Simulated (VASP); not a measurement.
# BaTiO3 (Pm-3m) in VASP: settings compared

BaTiO3 is run at these levels: PBE, r2SCAN, HSE06; tasks: single point.

Everything below comes from runs of VASP 6.6.1. Logs are shortened: lines on timing, memory, paths and dates and some standing lists are left out, and cuts for length are marked.

## 1. The cell of the first run

It takes space group Pm-3m (No. 221, cubic). Conventional cell: a = 3.994 Å, b = 3.994 Å, c = 3.994 Å, α = 90.00°, β = 90.00°, γ = 90.00°. Within 3.7 Å of Ba (site symmetry m-3m) lie 12 O at 2.82 Å and 8 Ti at 3.46 Å. Within 2.6 Å of Ti (site symmetry m-3m) lie 6 O at 2.00 Å. O (site symmetry 4/mmm) has 2 Ti at 2.00 Å within 2.6 Å.

## 2. Single point, PBE

Contents of INCAR:

```
SYSTEM = BaTiO3
PREC = Accurate
ENCUT = 520
EDIFF = 1E-6
ISMEAR = -1
SIGMA = 0.02
LREAL = .False.
LASPH = .True.
NELM = 60
ALGO = Normal
ISIF = 2
LWAVE = .False.
LCHARG = .False.
GGA = PE
NBANDS = 28
```

Contents of KPOINTS:

```
Automatic mesh
0
Gamma
  6 6 6
  0 0 0
```

Contents of POSCAR:

```
BaTiO3
1.0
    3.9940964053      0.0000000000      0.0000000000
    0.0000000000      3.9940964053      0.0000000000
    0.0000000000      0.0000000000      3.9940964053
Ba Ti O
1 1 3
Direct
    0.0000000000      0.0000000000      0.0000000000
    0.5000000000      0.5000000000      0.5000000000
    0.5000000000      0.0000000000      0.5000000000
    0.5000000000      0.5000000000      0.0000000000
    0.0000000000      0.5000000000      0.5000000000
```

Potentials or basis: VASP PAW PBE potentials, release 64 (Ba_sv, Ti_sv, O).

Run with:

```
$ cat potpaw_PBE.64/Ba_sv/POTCAR potpaw_PBE.64/Ti_sv/POTCAR potpaw_PBE.64/O/POTCAR > POTCAR
$ mpirun -np 1 vasp_std > vasp.out
```

OUTCAR:

```text
SYSTEM = BaTiO3
   PREC = Accurate
   ENCUT = 520
   EDIFF = 1E-6
   ISMEAR = -1
   LREAL = .False.
   LASPH = .True.
   NELM = 60
   ISIF = 2
   GGA = PE

 ion  position               nearest neighbor table
   1  0.000  0.000  0.000-   3 2.82   4 2.82   5 2.82   3 2.82   5 2.82   4 2.82   5 2.82   5 2.82
                             3 2.82   4 2.82   3 2.82   4 2.82   2 3.46   2 3.46   2 3.46   2 3.46
   2  0.500  0.500  0.500-   3 2.00   4 2.00   5 2.00   4 2.00   3 2.00   5 2.00   1 3.46   1 3.46
                             1 3.46   1 3.46   1 3.46   1 3.46   1 3.46   1 3.46
   3  0.500  0.000  0.500-   2 2.00   2 2.00   1 2.82   1 2.82   1 2.82   1 2.82
   4  0.500  0.500  0.000-   2 2.00   2 2.00   1 2.82   1 2.82   1 2.82   1 2.82
   5  0.000  0.500  0.500-   2 2.00   2 2.00   1 2.82   1 2.82   1 2.82   1 2.82

  LATTYP: Found a simple cubic cell.
 ALAT       =     3.9940964053

  Lattice vectors:

 A1 = (   3.9940964053,   0.0000000000,   0.0000000000)
 A2 = (   0.0000000000,   3.9940964053,   0.0000000000)
 A3 = (   0.0000000000,   0.0000000000,   3.9940964053)

Analysis of symmetry for initial positions (statically):
=====================================================================
 Subroutine PRICEL returns:
 Original cell was already a primitive cell.

 Routine SETGRP: Setting up the symmetry group for a
 simple cubic supercell.

 Subroutine GETGRP returns: Found 48 space group operations
 (whereof 48 operations were pure point group operations)
 out of a pool of 48 trial point group operations.

The static configuration has the point symmetry O_h .

Analysis of symmetry for dynamics (positions and initial velocities):
=====================================================================
 Subroutine PRICEL returns:
 Original cell was already a primitive cell.

 Routine SETGRP: Setting up the symmetry group for a
 simple cubic supercell.

 Subroutine GETGRP returns: Found 48 space group operations
 (whereof 48 operations were pure point group operations)
 out of a pool of 48 trial point group operations.

The dynamic configuration has the point symmetry O_h .

 Subroutine INISYM returns: Found 48 space group operations
 (whereof 48 operations are pure point group operations),
 and found     1 'primitive' translations

----------------------------------------------------------------------------------------

                                     Primitive cell

  volume of cell :      63.7170

  direct lattice vectors                    reciprocal lattice vectors
     3.994096405  0.000000000  0.000000000     0.250369520  0.000000000  0.000000000
     0.000000000  3.994096405  0.000000000     0.000000000  0.250369520  0.000000000
     0.000000000  0.000000000  3.994096405     0.000000000  0.000000000  0.250369520

  length of vectors
     3.994096405  3.994096405  3.994096405     0.250369520  0.250369520  0.250369520

  position of ions in fractional coordinates (direct lattice)
     0.000000000  0.000000000  0.000000000
     0.500000000  0.500000000  0.500000000
     0.500000000  0.000000000  0.500000000
     0.500000000  0.500000000  0.000000000
     0.000000000  0.500000000  0.500000000

  ion indices of the primitive-cell ions
   primitive index   ion index
                 1           1
                 2           2
                 3           3
                 4           4
                 5           5

----------------------------------------------------------------------------------------

 KPOINTS: Automatic mesh

Automatic generation of k-mesh.
 Grid dimensions read from file:
 generate k-points for:    6    6    6

 Generating k-lattice:

  Cartesian coordinates                     Fractional coordinates (reciprocal lattice)
     0.041728253  0.000000000  0.000000000     0.166666667  0.000000000  0.000000000
     0.000000000  0.041728253  0.000000000     0.000000000  0.166666667  0.000000000
     0.000000000  0.000000000  0.041728253     0.000000000  0.000000000  0.166666667

  Length of vectors
     0.041728253  0.041728253  0.041728253

  Shift w.r.t. Gamma in fractional coordinates (k-lattice)
     0.000000000  0.000000000  0.000000000

 Subroutine IBZKPT returns following result:
 ===========================================

 Found     20 irreducible k-points:

 Following reciprocal coordinates:
            Coordinates               Weight
  0.000000  0.000000  0.000000      1.000000
  0.166667  0.000000  0.000000      6.000000
  0.333333  0.000000  0.000000      6.000000
  0.500000  0.000000  0.000000      3.000000
  0.166667  0.166667  0.000000     12.000000
  0.333333  0.166667  0.000000     24.000000
[... 12 lines left out ...]
  0.500000  0.500000  0.333333      6.000000
  0.500000  0.500000  0.500000      1.000000
   k-points           NKPTS =     20   k-points in BZ     NKDIM =     20   number of bands    NBANDS=     28
   number of dos      NEDOS =    301   number of ions     NIONS =      5
   total plane-waves  NPLWV =  27000
   dimension x,y,z NGX =    30 NGY =   30 NGZ =   30
   dimension x,y,z NGXF=    60 NGYF=   60 NGZF=   60
   ions per type =               1   1   3
   NGX,Y,Z   is equivalent  to a cutoff of  12.49, 12.49, 12.49 a.u.
   NGXF,Y,Z  is equivalent  to a cutoff of  24.97, 24.97, 24.97 a.u.
 SYSTEM =  BaTiO3
   PREC   = accura    normal or accurate (medium, high low for compatibility)
   ISTART =      0    job   : 0-new  1-cont  2-samecut
   ICHARG =      2    charge: 1-file 2-atom 10-const
   ISPIN  =      1    spin polarized calculation?
   LNONCOLLINEAR =      F non collinear calculations
   LSORBIT =      F    spin-orbit coupling
   LASPH  =      T    aspherical Exc in radial PAW
   ENCUT  =  520.0 eV  38.22 Ry    6.18 a.u.   7.43  7.43  7.43*2*pi/ulx,y,z
   NELM   =     60;   NELMIN=  2; NELMDL= -5     # of ELM steps
   EDIFF  = 0.1E-05   stopping-criterion for ELM
   LREAL  =      F    real-space projection
   EDIFFG = 0.1E-04   stopping-criterion for IOM
   NSW    =      0    number of steps for IOM
   IBRION =     -1    ionic relax: 0-MD 1-quasi-New 2-CG
   NFREE  =      0    steps in history (QN), initial steepest desc. (CG)
   ISIF   =      2    stress and relaxation
   ISYM   =      2    0-nonsym 1-usesym 2-fastsym
   POTIM  = 0.5000    time-step for ionic-motion
   TEBEG  =    0.0;   TEEND  =   0.0 temperature during run
   PSTRESS=    0.0 pullay stress
   NELECT =      40.0000    total number of electrons
   NUPDOWN=      -1.0000    fix difference up-down
   EMIN   =  10.00;   EMAX   =-10.00  energy-range for DOS
   EFERMI =   0.00;   METHOD = LEGACY
   ISMEAR =    -1;   SIGMA  =   0.02  broadening in eV -4-tet -1-fermi 0-gaus
   EFERMI_NEDOS =   21; number of points for ismear=-14 and -15
   IALGO  =     38    algorithm
   IMIX   =      4    mixing-type and parameters
     AMIX     =   0.40;   BMIX     =  1.00
     AMIX_MAG =   1.60;   BMIX_MAG =  1.00
  volume/ion in A,a.u.               =      12.74        86.00
  Fermi-wavevector in a.u.,A,eV,Ry     =   1.401768  2.648958 26.734833  1.964955
  Thomas-Fermi vector in A             =   2.524597
   LORBIT       =      0    0 simple, 1 ext, 2 COOP (PROOUT), +10 PAW based schemes
   GGA     = PE    functional components
   LHFCALC =     F    Hartree Fock is set to
   AEXX    =    0.0000 exact exchange contribution
   IVDW    =     0    specifies the selected vdW correction
   LEPSILON=     F    determine dielectric tensor
   LRPA    =     F    only Hartree local field effects (RPA)
 non-spin polarized calculation
  energy-cutoff  :      520.00
  volume of cell :       63.72
 maximum number of plane-waves:      1743
 NGX is ok and might be reduce to    30
   NGX = 15   NGY = 15   NGZ = 15

 number of electron      39.9999976 magnetization

 Free energy of the ion-electron system (eV)
  ---------------------------------------------------
  ext. energy  EPLUGINS =         0.00000000
  ---------------------------------------------------
  free energy    TOTEN  =       -39.95441246 eV

  energy without entropy =      -39.95441246  energy(sigma->0) =      -39.95441246

 E-fermi :   4.4612     XC(G=0): -11.2935

 val. band max:        3.8831290515   @ k =   0.5000   0.5000   0.5000
 cond. band min:       5.6404637528   @ k =   0.0000   0.0000   0.0000
 fundamental gap:      1.7573347013
 Fermi energy:         4.4612158041

 k-point     1 :       0.0000    0.0000    0.0000
  band No.  band energies     occupation
      1     -52.7284      2.00000
      2     -28.9427      2.00000
      3     -28.9427      2.00000
      4     -28.9427      2.00000
      5     -20.9162      2.00000
      6     -13.0247      2.00000
[... 20 lines left out ...]
     27       8.9401      0.00000
     28      11.3359      0.00000

 k-point     2 :       0.1667    0.0000    0.0000
  band No.  band energies     occupation
      1     -52.7281      2.00000
      2     -28.9563      2.00000
      3     -28.9422      2.00000
      4     -28.9422      2.00000
      5     -20.8859      2.00000
      6     -13.0475      2.00000
[... 20 lines left out ...]
     27       9.4803      0.00000
     28      11.9933      0.00000

 k-point     3 :       0.3333    0.0000    0.0000
  band No.  band energies     occupation
      1     -52.7276      2.00000
      2     -28.9833      2.00000
      3     -28.9412      2.00000
      4     -28.9412      2.00000
      5     -20.8240      2.00000
      6     -13.1777      2.00000
[... 20 lines left out ...]
     27      10.7390      0.00000
     28      12.1960      0.00000

 k-point     4 :       0.5000    0.0000    0.0000
  band No.  band energies     occupation
      1     -52.7273      2.00000
      2     -28.9967      2.00000
      3     -28.9406      2.00000
      4     -28.9406      2.00000
      5     -20.7923      2.00000
      6     -13.2643      2.00000
[... 20 lines left out ...]
     27      11.5175      0.00000
     28      12.1071      0.00000

 k-point     5 :       0.1667    0.1667    0.0000
  band No.  band energies     occupation
      1     -52.7278      2.00000
      2     -28.9560      2.00000
      3     -28.9554      2.00000
      4     -28.9417      2.00000
      5     -20.8582      2.00000
      6     -13.0260      2.00000
[... 20 lines left out ...]
     27      10.0022      0.00000
     28      12.2036      0.00000

 k-point     6 :       0.3333    0.1667    0.0000
  band No.  band energies     occupation
      1     -52.7273      2.00000
      2     -28.9825      2.00000
      3     -28.9545      2.00000
      4     -28.9407      2.00000
      5     -20.8017      2.00000
      6     -13.0776      2.00000
[... 339 lines left out ...]
      5     -20.6995      2.00000
      6     -12.5415      2.00000
[... 20 lines left out ...]
     27      11.7486      0.00000
     28      11.7486      0.00000

 k-point    18 :       0.5000    0.3333    0.3333
  band No.  band energies     occupation
      1     -52.7257      2.00000
      2     -28.9920      2.00000
      3     -28.9785      2.00000
      4     -28.9782      2.00000
      5     -20.6802      2.00000
      6     -12.4349      2.00000
[... 20 lines left out ...]
     27      11.6135      0.00000
     28      11.6720      0.00000

 k-point    19 :       0.5000    0.5000    0.3333
  band No.  band energies     occupation
      1     -52.7255      2.00000
      2     -28.9913      2.00000
      3     -28.9913      2.00000
      4     -28.9777      2.00000
      5     -20.6622      2.00000
      6     -12.2562      2.00000
[... 20 lines left out ...]
     27      11.2938      0.00000
     28      11.6217      0.00000

 k-point    20 :       0.5000    0.5000    0.5000
  band No.  band energies     occupation
      1     -52.7252      2.00000
      2     -28.9906      2.00000
      3     -28.9906      2.00000
      4     -28.9906      2.00000
      5     -20.6449      2.00000
      6     -12.1064      2.00000
[... 20 lines left out ...]
     27      11.6218      0.00000
     28      11.6218      0.00000

------------------------ aborting loop because EDIFF is reached ----------------------------------------

  FORCE on cell =-STRESS in cart. coord.  units (eV):
  Direction    XX          YY          ZZ          XY          YZ          ZX
  --------------------------------------------------------------------------------------
  -------------------------------------------------------------------------------------
  Total        1.9974679      1.9974679      1.9974679      0.0000000      0.0000000     -0.0000000
  in kB       50.2267134     50.2267134     50.2267134      0.0000000      0.0000000     -0.0000000
  external PRESSURE =      50.2267134 kB  Pullay stress =       0.0000000 kB

 VOLUME and BASIS-vectors are now :
 -----------------------------------------------------------------------------
  energy-cutoff  :      520.00
  volume of cell :       63.72
      direct lattice vectors                 reciprocal lattice vectors
     3.994096405  0.000000000  0.000000000     0.250369520  0.000000000  0.000000000
     0.000000000  3.994096405  0.000000000     0.000000000  0.250369520  0.000000000
     0.000000000  0.000000000  3.994096405     0.000000000  0.000000000  0.250369520

 POSITION                                       TOTAL-FORCE (eV/Angst)
 -----------------------------------------------------------------------------------
      0.00000      0.00000      0.00000         0.000000      0.000000      0.000000
      1.99705      1.99705      1.99705         0.000000      0.000000      0.000000
      1.99705      0.00000      1.99705         0.000000      0.000000      0.000000
      1.99705      1.99705      0.00000         0.000000      0.000000      0.000000
      0.00000      1.99705      1.99705         0.000000      0.000000      0.000000
 -----------------------------------------------------------------------------------
    total drift:                                0.000000      0.000000     -0.000000

  FREE ENERGIE OF THE ION-ELECTRON SYSTEM (eV)
  ---------------------------------------------------
  free  energy   TOTEN  =       -39.9544124576 eV

  energy  without entropy=      -39.9544124576  energy(sigma->0) =      -39.95441246
```

Run time: 36 s. Hardware: 1 thread of Intel Xeon Platinum 8259CL at 2.50GHz (Skylake/Cascade Lake), shared host; peak memory 0.19 GiB.

What came out:

* Free energy: -39.9544 eV
* Pressure: 5.0 GPa
* Band gap on the k mesh: 1.76 eV (least direct gap 1.90 eV)

Caveat: the cell stands under pressure; spin-orbit coupling is left out, which moves the levels of the heavy elements. A k mesh can miss the band edges.

[end of part 1 of 2]
